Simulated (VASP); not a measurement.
# AlN (F-43m) in VASP: notebook

The runs below take AlN through single point, relaxation of cell and atoms, with RPBE+D4, LDA, PBEsol+D4.

Everything below comes from runs of VASP 6.6.1. Logs are shortened: lines on timing, memory, paths and dates and some standing lists are left out, and cuts for length are marked.

### 1 The cell of the first run

Symmetry: F-43m, No. 216, cubic system. The conventional cell has a = 4.349 Å, b = 4.349 Å, c = 4.349 Å, α = 90.00°, β = 90.00°, γ = 90.00°. Al (site symmetry -43m) has 4 N at 1.88 Å within 2.5 Å. N (site symmetry -43m) has 4 Al at 1.88 Å within 2.5 Å.

### 2 Single point, RPBE+D4

File INCAR:

```
PREC = Accurate
ENCUT = 520
EDIFF = 1E-7
ISMEAR = -1
SIGMA = 0.05
LREAL = False
LASPH = True
NELM = 60
ALGO = Normal
ISIF = 2
LWAVE = False
LCHARG = False
GGA = RP
IVDW = 13
NBANDS = 11
```

File KPOINTS:

```
regular mesh
0
Gamma
  10 10 10
```

File POSCAR:

```
AlN
1.0
    0.0000000000      2.1746571035      2.1746571035
    2.1746571035      0.0000000000      2.1746571035
    2.1746571035      2.1746571035      0.0000000000
Al N
1 1
Direct
    0.0000000000      0.0000000000      0.0000000000
    0.2500000000      0.2500000000      0.2500000000
```

Potentials or basis: VASP PAW PBE potentials, release 64 (Al, N).

Command:

```sh
cat potpaw_PBE.64/Al/POTCAR potpaw_PBE.64/N/POTCAR > POTCAR
mpirun -np 1 vasp_std > vasp.out
```

OUTCAR:

```text
PREC = Accurate
   ENCUT = 520
   EDIFF = 1E-7
   ISMEAR = -1
   LREAL = False
   LASPH = True
   NELM = 60
   ISIF = 2
   GGA = RP
   IVDW = 13

 ion  position               nearest neighbor table
   1  0.000  0.000  0.000-   2 1.88   2 1.88   2 1.88   2 1.88
   2  0.250  0.250  0.250-   1 1.88   1 1.88   1 1.88   1 1.88

  LATTYP: Found a face centered cubic cell.
 ALAT       =     4.3493142070

  Lattice vectors:

 A1 = (   0.0000000000,   2.1746571035,   2.1746571035)
 A2 = (   2.1746571035,   0.0000000000,   2.1746571035)
 A3 = (   2.1746571035,   2.1746571035,   0.0000000000)

Analysis of symmetry for initial positions (statically):
=====================================================================
 Subroutine PRICEL returns:
 Original cell was already a primitive cell.

 Routine SETGRP: Setting up the symmetry group for a
 face centered cubic supercell.

 Subroutine GETGRP returns: Found 24 space group operations
 (whereof 24 operations were pure point group operations)
 out of a pool of 48 trial point group operations.

The static configuration has the point symmetry T_d .

Analysis of symmetry for dynamics (positions and initial velocities):
=====================================================================
 Subroutine PRICEL returns:
 Original cell was already a primitive cell.

 Routine SETGRP: Setting up the symmetry group for a
 face centered cubic supercell.

 Subroutine GETGRP returns: Found 24 space group operations
 (whereof 24 operations were pure point group operations)
 out of a pool of 48 trial point group operations.

The dynamic configuration has the point symmetry T_d .

 Subroutine INISYM returns: Found 24 space group operations
 (whereof 24 operations are pure point group operations),
 and found     1 'primitive' translations

----------------------------------------------------------------------------------------

                                     Primitive cell

  volume of cell :      20.5685

  direct lattice vectors                    reciprocal lattice vectors
     0.000000000  2.174657103  2.174657103    -0.229921305  0.229921305  0.229921305
     2.174657103  0.000000000  2.174657103     0.229921305 -0.229921305  0.229921305
     2.174657103  2.174657103  0.000000000     0.229921305  0.229921305 -0.229921305

  length of vectors
     3.075429569  3.075429569  3.075429569     0.398235383  0.398235383  0.398235383

  position of ions in fractional coordinates (direct lattice)
     0.000000000  0.000000000  0.000000000
     0.250000000  0.250000000  0.250000000

  ion indices of the primitive-cell ions
   primitive index   ion index
                 1           1
                 2           2

----------------------------------------------------------------------------------------

 KPOINTS: regular mesh

Automatic generation of k-mesh.
 Grid dimensions read from file:
 generate k-points for:   10   10   10

 Generating k-lattice:

  Cartesian coordinates                     Fractional coordinates (reciprocal lattice)
    -0.022992131  0.022992131  0.022992131     0.100000000  0.000000000  0.000000000
     0.022992131 -0.022992131  0.022992131     0.000000000  0.100000000  0.000000000
     0.022992131  0.022992131 -0.022992131     0.000000000  0.000000000  0.100000000

  Length of vectors
     0.039823538  0.039823538  0.039823538

  Shift w.r.t. Gamma in fractional coordinates (k-lattice)
     0.000000000  0.000000000  0.000000000

 Subroutine IBZKPT returns following result:
 ===========================================

 Found     47 irreducible k-points:

 Following reciprocal coordinates:
            Coordinates               Weight
  0.000000  0.000000  0.000000      1.000000
  0.100000  0.000000  0.000000      8.000000
  0.200000  0.000000  0.000000      8.000000
  0.300000  0.000000  0.000000      8.000000
  0.400000  0.000000  0.000000      8.000000
  0.500000  0.000000  0.000000      4.000000
[... 16 lines left out ...]
  0.300000  0.300000  0.000000      6.000000
  0.400000  0.300000  0.000000     24.000000
 [... further k-points ...]
   k-points           NKPTS =     47   k-points in BZ     NKDIM =     47   number of bands    NBANDS=     11
   number of dos      NEDOS =    301   number of ions     NIONS =      2
   total plane-waves  NPLWV =  13824
   dimension x,y,z NGX =    24 NGY =   24 NGZ =   24
   dimension x,y,z NGXF=    48 NGYF=   48 NGZF=   48
   ions per type =               1   1
   NGX,Y,Z   is equivalent  to a cutoff of  12.97, 12.97, 12.97 a.u.
   NGXF,Y,Z  is equivalent  to a cutoff of  25.95, 25.95, 25.95 a.u.
 SYSTEM =  unknown system
   PREC   = accura    normal or accurate (medium, high low for compatibility)
   ISTART =      0    job   : 0-new  1-cont  2-samecut
   ICHARG =      2    charge: 1-file 2-atom 10-const
   ISPIN  =      1    spin polarized calculation?
   LNONCOLLINEAR =      F non collinear calculations
   LSORBIT =      F    spin-orbit coupling
[... 35 lines left out ...]
  energy-cutoff  :      520.00
  volume of cell :       20.57
 maximum number of plane-waves:       568
   NGX = 11   NGY = 11   NGZ = 11

 number of electron       7.9999999 magnetization

 Free energy of the ion-electron system (eV)
  ---------------------------------------------------
  ext. energy  EPLUGINS =         0.00000000
  ---------------------------------------------------
  free energy    TOTEN  =       -14.09776396 eV

  energy without entropy =      -14.09776396  energy(sigma->0) =      -14.09776396

 E-fermi :   7.2680     XC(G=0): -10.8639

 val. band max:        6.2033204886   @ k =   0.0000   0.0000   0.0000
 cond. band min:       9.5729396472   @ k =   0.5000   0.5000   0.0000
 fundamental gap:      3.3696191585
 Fermi energy:         7.2679520173

 k-point     1 :       0.0000    0.0000    0.0000
  band No.  band energies     occupation
      1      -8.8927      2.00000
      2       6.2033      2.00000
      3       6.2033      2.00000
      4       6.2033      2.00000
      5      10.5493      0.00000
      6      19.0003      0.00000
      7      19.0003      0.00000
      8      19.0003      0.00000
      9      24.0161      0.00000
     10      24.0161      0.00000
     11      25.4934      0.00000

 k-point     2 :       0.1000    0.0000    0.0000
  band No.  band energies     occupation
      1      -8.7453      2.00000
      2       5.3947      2.00000
      3       6.1522      2.00000
      4       6.1522      2.00000
      5      11.2083      0.00000
      6      18.6133      0.00000
      7      19.1363      0.00000
      8      19.1363      0.00000
      9      22.7634      0.00000
     10      22.7634      0.00000
     11      24.7098      0.00000

 k-point     3 :       0.2000    0.0000    0.0000
  band No.  band energies     occupation
      1      -8.3261      2.00000
      2       3.7851      2.00000
      3       6.0245      2.00000
      4       6.0245      2.00000
      5      12.3413      0.00000
      6      17.8049      0.00000
      7      19.0444      0.00000
      8      19.0444      0.00000
      9      22.2512      0.00000
     10      22.2512      0.00000
     11      23.8524      0.00000

 k-point     4 :       0.3000    0.0000    0.0000
  band No.  band energies     occupation
      1      -7.7174      2.00000
      2       2.1306      2.00000
      3       5.8779      2.00000
      4       5.8779      2.00000
      5      13.2015      0.00000
      6      17.0184      0.00000
      7      18.3447      0.00000
      8      18.3447      0.00000
      9      23.3580      0.00000
     10      23.3580      0.00000
     11      23.6990      0.00000
[... 239 lines left out ...]
 k-point    22 :      -0.2000    0.2000    0.0000
  band No.  band energies     occupation
      1      -7.5175      2.00000
      2       2.4360      2.00000
      3       4.5141      2.00000
      4       5.9530      2.00000
      5      13.9131      0.00000
      6      16.3444      0.00000
      7      17.8384      0.00000
      8      18.8783      0.00000
      9      21.3622      0.00000
     10      24.9417      0.00000
     11      27.7692      0.00000

 k-point    23 :       0.3000    0.3000    0.0000
  band No.  band energies     occupation
      1      -7.3394      2.00000
      2       2.6848      2.00000
      3       4.9637      2.00000
      4       4.9637      2.00000
      5      11.6214      0.00000
      6      16.1016      0.00000
      7      18.3209      0.00000
      8      20.9691      0.00000
      9      20.9691      0.00000
     10      26.7433      0.00000
     11      30.2662      0.00000

 k-point    24 :       0.4000    0.3000    0.0000
  band No.  band energies     occupation
      1      -6.8745      2.00000
      2       2.0484      2.00000
      3       4.5017      2.00000
      4       4.8001      2.00000
      5      11.1942      0.00000
      6      15.9293      0.00000
      7      18.7182      0.00000
      8      21.0436      0.00000
      9      21.5718      0.00000
     10      27.7159      0.00000
     11      30.0555      0.00000

 [... further k-points ...]

------------------------ aborting loop because EDIFF is reached ----------------------------------------

  DFT-D4 for vdW energy calculation

  Edisp (eV):   -1.30608

  FORCE on cell =-STRESS in cart. coord.  units (eV):
  Direction    XX          YY          ZZ          XY          YZ          ZX
  --------------------------------------------------------------------------------------
  -------------------------------------------------------------------------------------
  Total      -0.06331    -0.06331    -0.06331    -0.00000     0.00000    -0.00000
  in kB      -4.93139    -4.93139    -4.93139    -0.00000     0.00000    -0.00000
  external pressure =       -4.93 kB  Pullay stress =        0.00 kB

 VOLUME and BASIS-vectors are now :
 -----------------------------------------------------------------------------
  energy-cutoff  :      520.00
  volume of cell :       20.57
      direct lattice vectors                 reciprocal lattice vectors
     0.000000000  2.174657103  2.174657103    -0.229921305  0.229921305  0.229921305
     2.174657103  0.000000000  2.174657103     0.229921305 -0.229921305  0.229921305
     2.174657103  2.174657103  0.000000000     0.229921305  0.229921305 -0.229921305

 POSITION                                       TOTAL-FORCE (eV/Angst)
 -----------------------------------------------------------------------------------
      0.00000      0.00000      0.00000        -0.000000     -0.000000     -0.000000
      1.08733      1.08733      1.08733         0.000000      0.000000      0.000000
 -----------------------------------------------------------------------------------
    total drift:                                0.000000      0.000000      0.000000

  FREE ENERGIE OF THE ION-ELECTRON SYSTEM (eV)
  ---------------------------------------------------
  free  energy   TOTEN  =       -15.4038457707 eV

  energy  without entropy=      -15.4038457707  energy(sigma->0) =      -15.40384577
```

It took 13 s on 1 thread of Intel Xeon 8259CL, shared host; peak memory 0.14 GiB.

What came out:

```
Free energy                : -15.4038 eV
Pressure                   : -0.5 GPa
Band gap on the k mesh     : 3.37 eV, indirect (least direct gap 4.35 eV)
Dispersion energy per atom : -0.653 eV
```

Caveat: the PAW data sets were made with another functional, which shifts forces and pressure a little. A k mesh can miss the band edges.

### 3 Single point, LDA

This run uses another cell than the first one, of 10.23 Å³/atom, 0.995 times its volume.

File INCAR:

```
ALGO = Normal ; EDIFF = 1E-6
ENCUT = 520 ; ISIF = 2
ISMEAR = -1 ; LASPH = T
LCHARG = F ; LREAL = F
LWAVE = F ; NBANDS = 11
NELM = 80 ; PREC = Accurate
SIGMA = 0.05
```

File KPOINTS:

```
k-points
0
Gamma
  10 10 10
```

File POSCAR:

```
AlN
1.0
    0.0000000000      2.1710118041      2.1710118041
    2.1710118041      0.0000000000      2.1710118041
    2.1710118041      2.1710118041      0.0000000000
Al N
1 1
Direct
    0.0000000000      0.0000000000      0.0000000000
    0.2500000000      0.2500000000      0.2500000000
```

Potentials or basis: VASP PAW LDA potentials, release 64 (Al, N).

Command:

```sh
cat potpaw_LDA.64/Al/POTCAR potpaw_LDA.64/N/POTCAR > POTCAR
mpirun -np 1 vasp_std > vasp.out
```

Wall time 8.2 s (1 thread of Intel Xeon 8259CL, shared host); peak memory 0.12 GiB.

It converged, with:

- Free energy: -16.3754 eV
- Pressure: 0.7 GPa
- Band gap on the k mesh: 3.23 eV, indirect (least direct gap 4.39 eV)

Levels at points of the mesh, in eV from the valence-band top:
| k point | band 1 | band 2 | band 3 | band 4 | band 5 | band 6 | band 7 | band 8 | band 9 |
| --- | --- | --- | --- | --- | --- | --- | --- | --- | --- |
| (0.00, 0.00, 0.00) | -14.93 | 0.00 | 0.00 | 0.00 | 4.39 | 12.51 | 12.51 | 12.51 | 17.67 |
| (0.50, 0.00, 0.00) | -12.75 | -5.99 | -0.49 | -0.49 | 7.43 | 9.89 | 11.07 | 11.07 | 17.98 |
| (0.50, 0.50, 0.00) | -12.08 | -5.01 | -1.81 | -1.81 | 3.23 | 8.52 | 13.99 | 15.71 | 15.71 |

### 4 Single point, PBEsol+D4

This run uses another cell than the first one, of 10.34 Å³/atom, 1.006 times its volume.

File INCAR:

```
SYSTEM = AlN
PREC = Accurate
ENCUT = 520
EDIFF = 1E-7
ISMEAR = -1
SIGMA = 0.05
LREAL = .False.
LASPH = .True.
NELM = 60
ALGO = Normal
ISIF = 2
LWAVE = .False.
LCHARG = .False.
GGA = PS
IVDW = 13
NBANDS = 11
```

File KPOINTS:

```
Automatic mesh
0
Gamma
  10 10 10
  0 0 0
```

File POSCAR:

```
AlN
1.0
    0.0000000000      2.1788492013      2.1788492013
    2.1788492013      0.0000000000      2.1788492013
    2.1788492013      2.1788492013      0.0000000000
Al N
1 1
Direct
    0.0000000000      0.0000000000      0.0000000000
    0.2500000000      0.2500000000      0.2500000000
```

Potentials or basis: VASP PAW PBE potentials, release 64 (Al, N).

Command:

```sh
cat potpaw_PBE.64/Al/POTCAR potpaw_PBE.64/N/POTCAR > POTCAR
mpirun -np 1 vasp_std > vasp.out
```

Wall time 11 s (1 thread of Intel Xeon 8259CL, shared host); peak memory 0.14 GiB.

Results (log left out):

| Item | Value |
| --- | --- |
| Free energy | -15.9595 eV |
| Pressure | 0.2 GPa |
| Band gap on the k mesh | 3.19 eV, indirect (least direct gap 4.20 eV) |
| Dispersion energy per atom | -0.175 eV |

Levels at points of the mesh, in eV from the valence-band top:
```tsv
k point	band 1	band 2	band 3	band 4	band 5	band 6	band 7	band 8	band 9
(0.00, 0.00, 0.00)	-15.00	0.00	0.00	0.00	4.20	12.54	12.54	12.54	17.64
(0.50, 0.00, 0.00)	-12.89	-5.94	-0.48	-0.48	7.35	9.81	11.08	11.08	17.92
(0.50, 0.50, 0.00)	-12.24	-4.97	-1.80	-1.80	3.19	8.52	13.97	15.71	15.71
```

Caveat: the PAW data sets were made with another functional, which shifts forces and pressure a little.

### 5 Relaxation of cell and atoms, RPBE+D4

This run uses another cell than the first one, of 10.42 Å³/atom, 1.013 times its volume.

File INCAR:

```
  PREC = Accurate
  ENCUT = 600
  EDIFF = 1E-6
  ISMEAR = -1
  SIGMA = 0.05
  LREAL = F
  LASPH = T
  NELM = 80
  ALGO = Normal
  ISIF = 3
  LWAVE = F
  LCHARG = F
  GGA = RP
  IVDW = 13
  IBRION = 2
  NSW = 80
  EDIFFG = -0.005
```

File KPOINTS:

```
Automatic mesh
0
Gamma
  10 10 10
```

File POSCAR:

```
AlN
1.0
    0.0000000000      2.1839935596      2.1839935596
    2.1839935596      0.0000000000      2.1839935596
    2.1839935596      2.1839935596      0.0000000000
Al N
1 1
Direct
    0.0000000000      0.0000000000      0.0000000000
    0.2500000000      0.2500000000      0.2500000000
```

Command:

```sh
cat potpaw_PBE.64/Al/POTCAR potpaw_PBE.64/N/POTCAR > POTCAR
mpirun -np 1 vasp_std > vasp.out
```

Wall time 44 s (1 thread of Intel Xeon 8259CL, shared host); peak memory 0.16 GiB.

Results (log left out):

```yaml
Free_energy: -15.4051 eV
Relaxed_volume: 10.26 Å³/atom
Relaxed_cell: a = 3.073 Å, b = 3.073 Å, c = 3.073 Å, α = 60.00°, β = 60.00°, γ = 60.00°
Space_group_after_relaxing_to_0.05_Å: F-43m (No. 216)
Energy_gained_by_relaxing: 2.5 meV/atom
Ionic_steps: 4
Pressure_after_relaxing: 0.0 GPa
Band_gap_on_the_k_mesh: 3.37 eV, indirect (least direct gap 4.37 eV)
Dispersion_energy_per_atom: -0.655 eV
```

The path:
| step | energy change (eV) | largest force (eV/Å) | pressure (GPa) | volume (Å³) |
| --- | --- | --- | --- | --- |
| 1 | 0.0000 | 0.0000 | -3.11 | 20.83 |
| 2 | -0.0025 | 0.0000 | 2.89 | 20.23 |
| 3 | -0.0049 | 0.0000 | 0.66 | 20.44 |
| 4 | -0.0050 | 0.0000 | 0.00 | 20.51 |

Final structure:
```cif
data_structure
_symmetry_space_group_name_H-M 'P 1'
_symmetry_Int_Tables_number 1
_cell_length_a 3.0726
_cell_length_b 3.0726
_cell_length_c 3.0726
_cell_angle_alpha 60.000
_cell_angle_beta 60.000
_cell_angle_gamma 60.000
_cell_volume 20.51
loop_
_atom_site_label
_atom_site_type_symbol
_atom_site_fract_x
_atom_site_fract_y
_atom_site_fract_z
_atom_site_occupancy
Al1 Al 0.00000 0.00000 0.00000 1
N1 N 0.25000 0.25000 0.25000 1
```

Levels at points of the mesh, in eV from the valence-band top:
```tsv
k point	band 2	band 3	band 4	band 5	band 6	band 7
(0.00, 0.00, 0.00)	0.00	0.00	0.00	4.37	12.82	12.82
(0.50, 0.00, 0.00)	-5.89	-0.48	-0.48	7.61	10.03	11.32
(0.50, 0.50, 0.00)	-4.92	-1.78	-1.78	3.37	8.82	14.31
```

Caveat: the PAW data sets were made with another functional, which shifts forces and pressure a little. A k mesh can miss the band edges.

### 6 Relaxation of cell and atoms, LDA

This run uses another cell than the first one, of 10.42 Å³/atom, 1.013 times its volume.

File INCAR:

```
SYSTEM = AlN
  ALGO = Normal
  EDIFF = 1E-7
  EDIFFG = -0.01
  ENCUT = 600
  GGA = CA
  IBRION = 2
  ISIF = 3
  ISMEAR = -1
  LASPH = .TRUE.
  LCHARG = .FALSE.
  LREAL = .FALSE.
  LWAVE = .FALSE.
  NELM = 100
  NSW = 80
  PREC = Accurate
  SIGMA = 0.05
```

File KPOINTS:

```
k-points
0
G
  10 10 10
  0 0 0
```

POSCAR is that of step 5.

Potentials or basis: VASP PAW LDA potentials, release 64 (Al, N).

Command:

```sh
cat potpaw_LDA.64/Al/POTCAR potpaw_LDA.64/N/POTCAR > POTCAR
mpirun -np 1 vasp_std > vasp.out
```

It took 32 s on 1 thread of Intel Xeon 8259CL, shared host; peak memory 0.14 GiB.

Results (log left out):

```
Free energy                            : -16.3765 eV
Relaxed volume                         : 10.26 Å³/atom
Relaxed cell                           : a = 3.073 Å, b = 3.073 Å, c = 3.073 Å, α = 60.00°, β = 60.00°, γ = 60.00°
Space group after relaxing (to 0.05 Å) : F-43m (No. 216)
Energy gained by relaxing              : 1.5 meV/atom
Ionic steps                            : 3
Pressure after relaxing                : 0.0 GPa
Band gap on the k mesh                 : 3.23 eV, indirect (least direct gap 4.37 eV)
```

Step by step:
```csv
step,energy change (eV),largest force (eV/Å),pressure (GPa),volume (Å³)
1,0.0000,0.0000,-3.11,20.83
2,-0.0003,0.0000,3.10,20.23
3,-0.0031,0.0000,-0.01,20.52
```

Final structure:
```cif
data_structure
_symmetry_space_group_name_H-M 'P 1'
_symmetry_Int_Tables_number 1
_cell_length_a 3.0731
_cell_length_b 3.0731
_cell_length_c 3.0731
_cell_angle_alpha 60.000
_cell_angle_beta 60.000
_cell_angle_gamma 60.000
_cell_volume 20.52
loop_
_atom_site_label
_atom_site_type_symbol
_atom_site_fract_x
_atom_site_fract_y
_atom_site_fract_z
_atom_site_occupancy
Al1 Al 0.00000 0.00000 0.00000 1
N1 N 0.25000 0.25000 0.25000 1
```

Levels at points of the mesh, in eV from the valence-band top:
```tsv
k point	band 1	band 2	band 3	band 4	band 5	band 6	band 7	band 8
(0.00, 0.00, 0.00)	-14.91	0.00	0.00	0.00	4.37	12.48	12.48	12.48
(0.50, 0.00, 0.00)	-12.75	-5.97	-0.49	-0.49	7.41	9.87	11.06	11.06
(0.50, 0.50, 0.00)	-12.07	-5.00	-1.81	-1.81	3.23	8.50	13.96	15.68
```

### 7 Summary

| task | level | potentials or basis | cell | cutoff (eV) | gap on the mesh (eV) | pressure (GPa) | relaxed volume (Å³/atom) |
| --- | --- | --- | --- | --- | --- | --- | --- |
| single point | RPBE+D4 | VASP PAW PBE potentials, release 64 (Al, N) | a = 3.075 Å, angles 60.0°, 2 atoms | 520 | 3.37 | -0.5 | - |
| single point | LDA | VASP PAW LDA potentials, release 64 (Al, N) | a = 3.070 Å, angles 60.0°, 2 atoms | 520 | 3.23 | 0.7 | - |
| single point | PBEsol+D4 | VASP PAW PBE potentials, release 64 (Al, N) | a = 3.081 Å, angles 60.0°, 2 atoms | 520 | 3.19 | 0.2 | - |
| relaxation of cell and atoms | RPBE+D4 | VASP PAW PBE potentials, release 64 (Al, N) | relaxed from a = 3.089 Å, angles 60.0°, 2 atoms | 600 | 3.37 | 0.0 | 10.26 |
| relaxation of cell and atoms | LDA | VASP PAW LDA potentials, release 64 (Al, N) | relaxed from a = 3.089 Å, angles 60.0°, 2 atoms | 600 | 3.23 | 0.0 | 10.26 |

Alike in all rows: no spin polarisation; k mesh 10 × 10 × 10; smearing fermi-dirac 0.05 eV.

Caveats: the PAW data sets were made with another functional, which shifts forces and pressure a little (some runs).

Absolute energies hang on the potentials; compare differences alone.
